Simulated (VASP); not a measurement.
# BeS (F-43m) in VASP: a series of runs, part 2 of 2

VASP 6.6.1. The steps go on from the part before.

## (3) Single point, LDA

This run uses another cell than the first one, of 13.69 Å³/atom, 1.021 times its volume.

Contents of INCAR:

```
PREC = Accurate
ENCUT = 520
EDIFF = 1E-7
ISMEAR = 0
SIGMA = 0.01
LREAL = F
LASPH = T
NELM = 80
ALGO = Normal
ISIF = 2
LWAVE = F
LCHARG = F
GGA = CA
NBANDS = 11
```

Contents of KPOINTS:

```
regular mesh
0
Gamma
  8 8 8
```

Contents of POSCAR:

```
BeS
1.0
    0.0000000000      2.3922257121      2.3922257121
    2.3922257121      0.0000000000      2.3922257121
    2.3922257121      2.3922257121      0.0000000000
Be S
1 1
Direct
    0.0000000000      0.0000000000      0.0000000000
    0.2500000000      0.2500000000      0.2500000000
```

Potentials or basis: VASP PAW LDA potentials, release 64 (Be, S).

Command:

```bash
cat potpaw_LDA.64/Be/POTCAR potpaw_LDA.64/S/POTCAR > POTCAR
mpirun -np 1 vasp_std > vasp.out
```

OUTCAR:

```text
PREC = Accurate
   ENCUT = 520
   EDIFF = 1E-7
   ISMEAR = 0
   LREAL = F
   LASPH = T
   NELM = 80
   ISIF = 2
   GGA = CA

 ion  position               nearest neighbor table
   1  0.000  0.000  0.000-   2 2.07   2 2.07   2 2.07   2 2.07
   2  0.250  0.250  0.250-   1 2.07   1 2.07   1 2.07   1 2.07

  LATTYP: Found a face centered cubic cell.
 ALAT       =     4.7844514242

  Lattice vectors:

 A1 = (   0.0000000000,   2.3922257121,   2.3922257121)
 A2 = (   2.3922257121,   0.0000000000,   2.3922257121)
 A3 = (   2.3922257121,   2.3922257121,   0.0000000000)

Analysis of symmetry for initial positions (statically):
=====================================================================
 Subroutine PRICEL returns:
 Original cell was already a primitive cell.

 Routine SETGRP: Setting up the symmetry group for a
 face centered cubic supercell.

 Subroutine GETGRP returns: Found 24 space group operations
 (whereof 24 operations were pure point group operations)
 out of a pool of 48 trial point group operations.

The static configuration has the point symmetry T_d .

Analysis of symmetry for dynamics (positions and initial velocities):
[... 166 lines left out ...]

 k-point     1 :       0.0000    0.0000    0.0000
  band No.  band energies     occupation
      1      -9.4750      2.00000
      2       4.4612      2.00000
      3       4.4612      2.00000
      4       4.4612      2.00000
      5       9.9851      0.00000
      6       9.9851      0.00000
      7       9.9851      0.00000
      8      10.4864      0.00000
      9      17.3563      0.00000
     10      17.3563      0.00000
     11      19.3878      0.00000
[... 309 lines left out ...]
 k-point    24 :      -0.3750    0.2500    0.1250
  band No.  band energies     occupation
      1      -7.4301      2.00000
      2      -1.0907      2.00000
      3       1.5307      2.00000
      4       2.4849      2.00000
      5      10.3724      0.00000
      6      11.0327      0.00000
      7      13.6838      0.00000
      8      15.0241      0.00000
      9      15.8982      0.00000
     10      19.9385      0.00000
     11      20.5729      0.00000

 [... further k-points ...]
[... 5 lines left out ...]
  --------------------------------------------------------------------------------------
  -------------------------------------------------------------------------------------
  Total        0.1377819      0.1377819      0.1377819      0.0000000      0.0000000      0.0000000
  in kB        8.0624338      8.0624338      8.0624338      0.0000000      0.0000000      0.0000000
  external PRESSURE =       8.0624338 kB  Pullay stress =       0.0000000 kB

 VOLUME and BASIS-vectors are now :
 -----------------------------------------------------------------------------
  energy-cutoff  :      520.00
  volume of cell :       27.38
      direct lattice vectors                 reciprocal lattice vectors
     0.000000000  2.392225712  2.392225712    -0.209010378  0.209010378  0.209010378
     2.392225712  0.000000000  2.392225712     0.209010378 -0.209010378  0.209010378
     2.392225712  2.392225712  0.000000000     0.209010378  0.209010378 -0.209010378

 POSITION                                       TOTAL-FORCE (eV/Angst)
 -----------------------------------------------------------------------------------
      0.00000      0.00000      0.00000         0.000000      0.000000      0.000000
      1.19611      1.19611      1.19611        -0.000000     -0.000000     -0.000000
 -----------------------------------------------------------------------------------
    total drift:                                0.000000      0.000000     -0.000000

  FREE ENERGIE OF THE ION-ELECTRON SYSTEM (eV)
  ---------------------------------------------------
  free  energy   TOTEN  =       -11.1417263209 eV

  energy  without entropy=      -11.1417263209  energy(sigma->0) =      -11.14172632
```

stdout:

```text
POSCAR found type information on POSCAR BeS
 POSCAR found :  2 types and       2 ions
 scaLAPACK will be used
 LDA part: xc-table for (Slater(with rela. corr.)+CA(PZ))
 , standard interpolation
 POSCAR, INCAR and KPOINTS ok, starting setup
 FFT: planning ... GRIDC
 FFT: planning ... GRID_SOFT
 FFT: planning ... GRID
 WAVECAR not read
 entering main loop
```

Run time: 5.4 s. Hardware: 1 thread of Intel Xeon Platinum 8488C (Sapphire Rapids), shared host; peak memory 0.13 GiB.

What came out:

- Free energy: -11.1417 eV
- Pressure: 0.8 GPa
- Band gap on the k mesh: 2.81 eV, indirect (least direct gap 5.52 eV)

Levels at points of the mesh, in eV from the valence-band top:
```csv
k point,band 1,band 2,band 3,band 4,band 5,band 6,band 7,band 8
"(0.00, 0.00, 0.00)",-13.94,0.00,0.00,0.00,5.52,5.52,5.52,6.03
"(0.50, 0.00, 0.00)",-12.19,-6.11,-1.10,-1.10,5.51,6.43,6.43,11.11
"(0.50, 0.50, 0.00)",-11.60,-5.25,-2.82,-2.82,2.81,4.77,12.94,12.94
```

A k mesh can miss the band edges.

## (4) Single point, LDA

This run uses another cell than the first one, of 13.98 Å³/atom, 1.043 times its volume.

Contents of INCAR:

```
SYSTEM = BeS
  PREC = Accurate
  ENCUT = 520
  EDIFF = 1E-7
  ISMEAR = 0
  SIGMA = 0.01
  LREAL = .False.
  LASPH = .True.
  NELM = 100
  ALGO = Normal
  ISIF = 2
  LWAVE = .False.
  LCHARG = .False.
  NBANDS = 11
```

Contents of KPOINTS:

```
regular mesh
0
Gamma
  8 8 8
  0 0 0
```

Contents of POSCAR:

```
BeS
1.0
    0.0000000000      2.4087243418      2.4087243418
    2.4087243418      0.0000000000      2.4087243418
    2.4087243418      2.4087243418      0.0000000000
Be S
1 1
Direct
    0.0000000000      0.0000000000      0.0000000000
    0.2500000000      0.2500000000      0.2500000000
```

Command:

```bash
cat potpaw_LDA.64/Be/POTCAR potpaw_LDA.64/S/POTCAR > POTCAR
mpirun -np 1 vasp_std > vasp.out
```

Run time: 6.6 s. Hardware: 1 thread of Intel Xeon Platinum 8488C (Sapphire Rapids), shared host; peak memory 0.13 GiB.

It converged, with:

```yaml
Free_energy: -11.1410 eV
Pressure: -1.3 GPa
Band_gap_on_the_k_mesh: 2.86 eV, indirect (least direct gap 5.53 eV)
```

Levels at points of the mesh, in eV from the valence-band top:
```csv
k point,band 1,band 2,band 3,band 4,band 5,band 6,band 7,band 8,band 9
"(0.00, 0.00, 0.00)",-13.79,0.00,0.00,0.00,5.53,5.53,5.53,5.85,12.85
"(0.50, 0.00, 0.00)",-12.11,-5.98,-1.07,-1.07,5.43,6.43,6.43,11.01,14.98
"(0.50, 0.50, 0.00)",-11.54,-5.14,-2.74,-2.74,2.86,4.79,12.77,12.77,15.57
```

## (5) Single point, LDA

This run uses another cell than the first one, of 14.26 Å³/atom, 1.064 times its volume.

Contents of INCAR:

```
ALGO = Normal
EDIFF = 1E-7
ENCUT = 520
GGA = CA
ISIF = 2
ISMEAR = 0
LASPH = True
LCHARG = False
LREAL = False
LWAVE = False
NBANDS = 11
NELM = 80
PREC = Accurate
SIGMA = 0.01
```

Contents of KPOINTS:

```
k-points
0
Gamma
  8 8 8
```

Contents of POSCAR:

```
BeS
1.0
    0.0000000000      2.4250000000      2.4250000000
    2.4250000000      0.0000000000      2.4250000000
    2.4250000000      2.4250000000      0.0000000000
Be S
1 1
Direct
    0.0000000000      0.0000000000      0.0000000000
    0.2500000000      0.2500000000      0.2500000000
```

Command:

```bash
cat potpaw_LDA.64/Be/POTCAR potpaw_LDA.64/S/POTCAR > POTCAR
mpirun -np 1 vasp_std > vasp.out
```

Wall time 6.7 s (1 thread of Intel Xeon Platinum 8488C (Sapphire Rapids), shared host); peak memory 0.13 GiB.

It converged, with:

| Quantity | Value |
| --- | --- |
| Free energy | -11.1332 eV |
| Pressure | -3.2 GPa |
| Band gap on the k mesh | 2.90 eV, indirect (least direct gap 5.54 eV) |

Levels at points of the mesh, in eV from the valence-band top:
```tsv
k point	band 1	band 2	band 3	band 4	band 5	band 6	band 7	band 8
(0.00, 0.00, 0.00)	-13.66	0.00	0.00	0.00	5.54	5.54	5.54	5.68
(0.50, 0.00, 0.00)	-12.02	-5.84	-1.05	-1.05	5.36	6.44	6.44	10.92
(0.50, 0.50, 0.00)	-11.48	-5.04	-2.67	-2.67	2.90	4.80	12.61	12.61
```

## (6) The runs side by side

```csv
cell,gap on the mesh (eV),pressure (GPa)
"a = 3.359 Å, angles 60.0°, 2 atoms",2.76,3.1
"a = 3.383 Å, angles 60.0°, 2 atoms",2.81,0.8
"a = 3.406 Å, angles 60.0°, 2 atoms",2.86,-1.3
"a = 3.429 Å, angles 60.0°, 2 atoms",2.90,-3.2
```

Alike in all rows: task single point; level LDA; potentials or basis VASP PAW LDA potentials, release 64 (Be, S); no spin polarisation; k mesh 8 × 8 × 8; cutoff (eV) 520; smearing gaussian 0.01 eV.

Absolute energies hang on the potentials; compare differences alone.
